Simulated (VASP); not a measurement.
# BN in VASP: a series of runs

BN is run at these levels: PBEsol; tasks: single point.

Everything below comes from runs of VASP 6.6.1. Logs are shortened: lines on timing, memory, paths and dates and some standing lists are left out, and cuts for length are marked.

## 1. The cell of the first run

The cell holds a slab with vacuum, 8 atoms: a = 2.504 Å, b = 2.504 Å, c = 25.446 Å, α = 90.00°, β = 90.00°, γ = 120.00°.

## 2. Single point, PBEsol

Contents of INCAR:

```
SYSTEM = BN
PREC = Accurate
ENCUT = 520
EDIFF = 1E-6
ISMEAR = 0
SIGMA = 0.05
LREAL = .FALSE.
LASPH = .TRUE.
NELM = 60
ALGO = Normal
ISIF = 2
LWAVE = .FALSE.
LCHARG = .FALSE.
LDIPOL = .TRUE.
IDIPOL = 3
DIPOL = 0.5 0.5 0.500
GGA = PS
NBANDS = 26
```

Contents of KPOINTS:

```
Automatic mesh
0
G
  12 12 1
  0 0 0
```

Contents of POSCAR:

```
BN
1.0
    2.5041946702      0.0000000000      0.0000000000
   -1.2520973351      2.1686962004      0.0000000000
    0.0000000000      0.0000000000     25.4461306388
B N
4 4
Direct
    0.6666666667      0.3333333333      0.2944665797
    0.3333333333      0.6666666667      0.4315408792
    0.0000000000      0.0000000000      0.5684650810
    0.6666666667      0.3333333333      0.7055419505
    0.3333333333      0.6666666667      0.2943547464
    0.0000000000      0.0000000000      0.4315397386
    0.6666666667      0.3333333333      0.5684642560
    0.3333333333      0.6666666667      0.7056267687
```

Potentials or basis: VASP PAW PBE potentials, release 64 (B, N).

Launch:

```
$ cat potpaw_PBE.64/B/POTCAR potpaw_PBE.64/N/POTCAR > POTCAR
$ mpirun -np 1 vasp_std > vasp.out
```

OUTCAR:

```text
SYSTEM = BN
   PREC = Accurate
   ENCUT = 520
   EDIFF = 1E-6
   ISMEAR = 0
   LREAL = .FALSE.
   LASPH = .TRUE.
   NELM = 60
   ISIF = 2
   GGA = PS

 ion  position               nearest neighbor table
   1  0.667  0.333  0.294-   5 1.45   5 1.45   5 1.45
   2  0.333  0.667  0.432-   6 1.45   6 1.45   6 1.45
   3  0.000  0.000  0.568-   7 1.45   7 1.45   7 1.45
   4  0.667  0.333  0.706-   8 1.45   8 1.45   8 1.45
   5  0.333  0.667  0.294-   1 1.45   1 1.45   1 1.45
   6  0.000  0.000  0.432-   2 1.45   2 1.45   2 1.45
   7  0.667  0.333  0.568-   3 1.45   3 1.45   3 1.45
   8  0.333  0.667  0.706-   4 1.45   4 1.45   4 1.45

  LATTYP: Found a hexagonal cell.
 ALAT       =     2.5041946702
 C/A-ratio  =    10.1614027622

  Lattice vectors:

 A1 = (   2.5041946702,   0.0000000000,   0.0000000000)
 A2 = (  -1.2520973351,   2.1686962004,   0.0000000000)
 A3 = (   0.0000000000,   0.0000000000,  25.4461306388)

Analysis of symmetry for initial positions (statically):
=====================================================================
 Subroutine PRICEL returns:
 Original cell was already a primitive cell.

 Routine SETGRP: Setting up the symmetry group for a
 hexagonal supercell.

 Subroutine GETGRP returns: Found  6 space group operations
 (whereof  6 operations were pure point group operations)
 out of a pool of 24 trial point group operations.

The static configuration has the point symmetry C_3v.

Analysis of symmetry for dynamics (positions and initial velocities):
=====================================================================
 Subroutine PRICEL returns:
 Original cell was already a primitive cell.

 Routine SETGRP: Setting up the symmetry group for a
 hexagonal supercell.

 Subroutine GETGRP returns: Found  6 space group operations
 (whereof  6 operations were pure point group operations)
 out of a pool of 24 trial point group operations.

The dynamic configuration has the point symmetry C_3v.

 Subroutine INISYM returns: Found  6 space group operations
 (whereof  6 operations are pure point group operations),
 and found     1 'primitive' translations

----------------------------------------------------------------------------------------

                                     Primitive cell

  volume of cell :     138.1938

  direct lattice vectors                    reciprocal lattice vectors
     2.504194670  0.000000000  0.000000000     0.399329977  0.230553270  0.000000000
    -1.252097335  2.168696200  0.000000000     0.000000000  0.461106539  0.000000000
     0.000000000  0.000000000 25.446130639     0.000000000  0.000000000  0.039298706

  length of vectors
     2.504194670  2.504194670 25.446130639     0.461106539  0.461106539  0.039298706

  position of ions in fractional coordinates (direct lattice)
     0.666666667  0.333333333  0.294466580
     0.333333333  0.666666667  0.431540879
     0.000000000  0.000000000  0.568465081
     0.666666667  0.333333333  0.705541950
     0.333333333  0.666666667  0.294354746
     0.000000000  0.000000000  0.431539739
     0.666666667  0.333333333  0.568464256
     0.333333333  0.666666667  0.705626769

  ion indices of the primitive-cell ions
   primitive index   ion index
                 1           1
                 2           2
                 3           3
                 4           4
                 5           5
                 6           6
                 7           7
                 8           8

----------------------------------------------------------------------------------------

 KPOINTS: Automatic mesh

Automatic generation of k-mesh.
 Grid dimensions read from file:
 generate k-points for:   12   12    1

 Generating k-lattice:

  Cartesian coordinates                     Fractional coordinates (reciprocal lattice)
     0.033277498  0.019212772  0.000000000     0.083333333 -0.000000000  0.000000000
     0.000000000  0.038425545  0.000000000     0.000000000  0.083333333  0.000000000
     0.000000000  0.000000000  0.039298706     0.000000000  0.000000000  1.000000000

  Length of vectors
     0.038425545  0.038425545  0.039298706

  Shift w.r.t. Gamma in fractional coordinates (k-lattice)
     0.000000000  0.000000000  0.000000000

 Subroutine IBZKPT returns following result:
 ===========================================

 Found     19 irreducible k-points:

 Following reciprocal coordinates:
            Coordinates               Weight
  0.000000  0.000000  0.000000      1.000000
  0.083333 -0.000000  0.000000      6.000000
  0.166667  0.000000  0.000000      6.000000
  0.250000 -0.000000  0.000000      6.000000
  0.333333  0.000000  0.000000      6.000000
  0.416667  0.000000  0.000000      6.000000
[... 11 lines left out ...]
  0.333333  0.250000  0.000000     12.000000
  0.333333  0.333333  0.000000      2.000000
   k-points           NKPTS =     19   k-points in BZ     NKDIM =     19   number of bands    NBANDS=     26
   number of dos      NEDOS =    301   number of ions     NIONS =      8
   total plane-waves  NPLWV =  76800
   dimension x,y,z NGX =    20 NGY =   20 NGZ =  192
   dimension x,y,z NGXF=    40 NGYF=   40 NGZF=  384
   ions per type =               4   4
   NGX,Y,Z   is equivalent  to a cutoff of  13.28, 13.28, 12.54 a.u.
   NGXF,Y,Z  is equivalent  to a cutoff of  26.55, 26.55, 25.09 a.u.
 SYSTEM =  BN
   PREC   = accura    normal or accurate (medium, high low for compatibility)
   ISTART =      0    job   : 0-new  1-cont  2-samecut
   ICHARG =      2    charge: 1-file 2-atom 10-const
   ISPIN  =      1    spin polarized calculation?
   LNONCOLLINEAR =      F non collinear calculations
   LSORBIT =      F    spin-orbit coupling
   LASPH  =      T    aspherical Exc in radial PAW
   ENCUT  =  520.0 eV  38.22 Ry    6.18 a.u.   4.66  4.66 47.31*2*pi/ulx,y,z
   NELM   =     60;   NELMIN=  2; NELMDL= -5     # of ELM steps
   EDIFF  = 0.1E-05   stopping-criterion for ELM
   LREAL  =      F    real-space projection
   EDIFFG = 0.1E-04   stopping-criterion for IOM
   NSW    =      0    number of steps for IOM
   IBRION =     -1    ionic relax: 0-MD 1-quasi-New 2-CG
   NFREE  =      0    steps in history (QN), initial steepest desc. (CG)
   ISIF   =      2    stress and relaxation
   ISYM   =      2    0-nonsym 1-usesym 2-fastsym
   POTIM  = 0.5000    time-step for ionic-motion
   TEBEG  =    0.0;   TEEND  =   0.0 temperature during run
   PSTRESS=    0.0 pullay stress
   NELECT =      32.0000    total number of electrons
   NUPDOWN=      -1.0000    fix difference up-down
   EMIN   =  10.00;   EMAX   =-10.00  energy-range for DOS
   EFERMI =   0.00;   METHOD = LEGACY
   ISMEAR =     0;   SIGMA  =   0.05  broadening in eV -4-tet -1-fermi 0-gaus
   EFERMI_NEDOS =   21; number of points for ismear=-14 and -15
   IALGO  =     38    algorithm
   IMIX   =      4    mixing-type and parameters
     AMIX     =   0.40;   BMIX     =  1.00
     AMIX_MAG =   1.60;   BMIX_MAG =  1.00
  volume/ion in A,a.u.               =      17.27       116.57
  Fermi-wavevector in a.u.,A,eV,Ry     =   1.005299  1.899740 13.750406  1.010626
  Thomas-Fermi vector in A             =   2.137970
   LORBIT       =      0    0 simple, 1 ext, 2 COOP (PROOUT), +10 PAW based schemes
   GGA     = PS    functional components
   LHFCALC =     F    Hartree Fock is set to
   AEXX    =    0.0000 exact exchange contribution
   IVDW    =     0    specifies the selected vdW correction
   LEPSILON=     F    determine dielectric tensor
   LRPA    =     F    only Hartree local field effects (RPA)
 non-spin polarized calculation
 Gauss-broadening in eV      SIGMA  =   0.05
  energy-cutoff  :      520.00
  volume of cell :      138.19
 maximum number of plane-waves:      3759
 NGX is ok and might be reduce to    20
   NGX =  9   NGY =  9   NGZ = 95

 dipolmoment           0.000000      0.000000     -0.000000 electrons x Angstroem

 number of electron      31.9999998 magnetization

 dipolmoment           0.000000      0.000000      0.006452 electrons x Angstroem

 Free energy of the ion-electron system (eV)
  ---------------------------------------------------
  ext. energy  EPLUGINS =         0.00000000
  ---------------------------------------------------
  free energy    TOTEN  =       -73.13185642 eV

  energy without entropy =      -73.13185642  energy(sigma->0) =      -73.13185642

 E-fermi :  -1.3411     XC(G=0):  -5.7468

 val. band max:       -1.5628794827   @ k =   0.3333   0.3333   0.0000
 cond. band min:       2.6342849937   @ k =   0.5000  -0.0000   0.0000
 fundamental gap:      4.1971644764
 Fermi energy:        -1.3410901630

 k-point     1 :       0.0000    0.0000    0.0000
  band No.  band energies     occupation
      1     -19.4340      2.00000
      2     -19.3429      2.00000
      3     -19.2606      2.00000
      4     -19.1570      2.00000
      5      -7.6397      2.00000
      6      -7.2355      2.00000
[... 18 lines left out ...]
     25       9.2528      0.00000
     26       9.7886      0.00000

 k-point     2 :       0.0833   -0.0000    0.0000
  band No.  band energies     occupation
      1     -19.2988      2.00000
      2     -19.2084      2.00000
      3     -19.1267      2.00000
      4     -19.0236      2.00000
      5      -7.4539      2.00000
      6      -7.0532      2.00000
[... 18 lines left out ...]
     25       9.3624      0.00000
[... 463 lines left out ...]
     25      10.8796      0.00000
     26      11.6289      0.00000

 k-point    19 :       0.3333    0.3333    0.0000
  band No.  band energies     occupation
      1     -15.6924      2.00000
      2     -15.6341      2.00000
      3     -15.5601      2.00000
      4     -15.4758      2.00000
      5      -9.7303      2.00000
      6      -9.6753      2.00000
[... 18 lines left out ...]
     25      11.6759      0.00000
     26      11.8980      0.00000

------------------------ aborting loop because EDIFF is reached ----------------------------------------

 vacuum level on the upper side and lower side of the slab       (xc-potential included)        -0.047        -0.258

  FORCE on cell =-STRESS in cart. coord.  units (eV):
  Direction    XX          YY          ZZ          XY          YZ          ZX
  --------------------------------------------------------------------------------------
  -------------------------------------------------------------------------------------
  Total        0.2059034      0.2059034     -0.0614676      0.0000000     -0.0000000      0.0000000
  in kB        2.3871826      2.3871826     -0.7126372      0.0000000     -0.0000000      0.0000000
  external PRESSURE =       1.3539093 kB  Pullay stress =       0.0000000 kB

 VOLUME and BASIS-vectors are now :
 -----------------------------------------------------------------------------
  energy-cutoff  :      520.00
  volume of cell :      138.19
      direct lattice vectors                 reciprocal lattice vectors
     2.504194670  0.000000000  0.000000000     0.399329977  0.230553270  0.000000000
    -1.252097335  2.168696200  0.000000000     0.000000000  0.461106539  0.000000000
     0.000000000  0.000000000 25.446130639     0.000000000  0.000000000  0.039298706

 POSITION                                       TOTAL-FORCE (eV/Angst)
 -----------------------------------------------------------------------------------
      1.25210      0.72290      7.49304         0.000000     -0.000000     -0.019376
     -0.00000      1.44580     10.98105         0.000000     -0.000000     -0.006694
      0.00000      0.00000     14.46524        -0.000000      0.000000     -0.005996
      1.25210      0.72290     17.95331         0.000000      0.000000      0.003633
     -0.00000      1.44580      7.49019         0.000000      0.000000      0.018239
      0.00000      0.00000     10.98102         0.000000      0.000000      0.005568
      1.25210      0.72290     14.46522         0.000000      0.000000      0.007073
     -0.00000      1.44580     17.95547         0.000000      0.000000     -0.002445
 -----------------------------------------------------------------------------------
    total drift:                                0.000000     -0.000000     -0.000139

  FREE ENERGIE OF THE ION-ELECTRON SYSTEM (eV)
  ---------------------------------------------------
  free  energy   TOTEN  =       -73.1318564205 eV

  energy  without entropy=      -73.1318564205  energy(sigma->0) =      -73.13185642

 vacuum level on the upper side and lower side of the slab         4.246         4.030
```

Run time: 96 s. Hardware: 1 thread of Intel Xeon Platinum 8259CL at 2.50GHz (Skylake/Cascade Lake), shared host; peak memory 0.27 GiB.

Results:

* Free energy: -73.1319 eV
* Largest force: 0.019 eV/Å
* Band gap on the k mesh: 4.20 eV (least direct gap 4.39 eV)

Forces in eV/Å, atoms in the order of the input:
```
B    0.000  0.000 -0.019
B    0.000  0.000 -0.007
B    0.000  0.000 -0.006
B    0.000  0.000  0.004
N    0.000  0.000  0.018
N    0.000  0.000  0.006
N    0.000  0.000  0.007
N    0.000  0.000 -0.002
```

Levels at points of the mesh, in eV from the valence-band top:
| k point | band 13 | band 14 | band 15 | band 16 | band 17 | band 18 | band 19 | band 20 |
| --- | --- | --- | --- | --- | --- | --- | --- | --- |
| (0.00, 0.00, 0.00) | -1.39 | -1.39 | -1.31 | -1.31 | 4.67 | 5.03 | 5.61 | 6.44 |
| (0.50, 0.00, 0.00) | -1.27 | -1.13 | -0.98 | -0.82 | 4.20 | 4.50 | 4.80 | 4.99 |

Caveat: the PAW data sets were made with another functional, which shifts forces and pressure a little.

## 3. Single point, PBEsol

Contents of INCAR:

```
ALGO = Normal
DIPOL = 0.5 0.5 0.500
EDIFF = 1E-6
ENCUT = 520
GGA = PS
IDIPOL = 3
ISIF = 2
ISMEAR = 0
ISYM = 0
LASPH = True
LCHARG = False
LDIPOL = True
LREAL = False
LWAVE = False
NBANDS = 26
NELM = 80
PREC = Accurate
SIGMA = 0.05
```

Contents of KPOINTS:

```
Automatic mesh
0
Gamma
  12 12 1
  0.5 0.5 0
```

POSCAR is that of step 2.

Potentials or basis: VASP PAW PBE potentials, release 64 (B, N).

Launch:

```
$ cat potpaw_PBE.64/B/POTCAR potpaw_PBE.64/N/POTCAR > POTCAR
$ mpirun -np 1 vasp_std > vasp.out
```

Run time: 23 min. Hardware: 1 thread of Intel Xeon Platinum 8259CL at 2.50GHz (Skylake/Cascade Lake), shared host; peak memory 0.67 GiB.

The run converged. Its results:

```yaml
Free_energy: -73.1319 eV
Largest_force: 0.019 eV/Å
Band_gap_on_the_k_mesh: 4.30 eV (least direct gap 4.49 eV)
```

Forces in eV/Å, atoms in the order of the input:
```
B    0.000  0.000 -0.019
B    0.000  0.000 -0.007
B    0.000  0.000 -0.006
B    0.000  0.000  0.004
N    0.000  0.000  0.018
N    0.000  0.000  0.006
N    0.000  0.000  0.007
N    0.000  0.000 -0.002
```

Levels at points of the mesh, in eV from the valence-band top:
```
           k point  band 13  band 14  band 15  band 16  band 17  band 18  band 19  band 20
(0.04, 0.04, 0.00)    -1.67    -1.61    -1.54    -1.45     4.90     5.26     5.83     6.65
```

Caveat: the PAW data sets were made with another functional, which shifts forces and pressure a little.
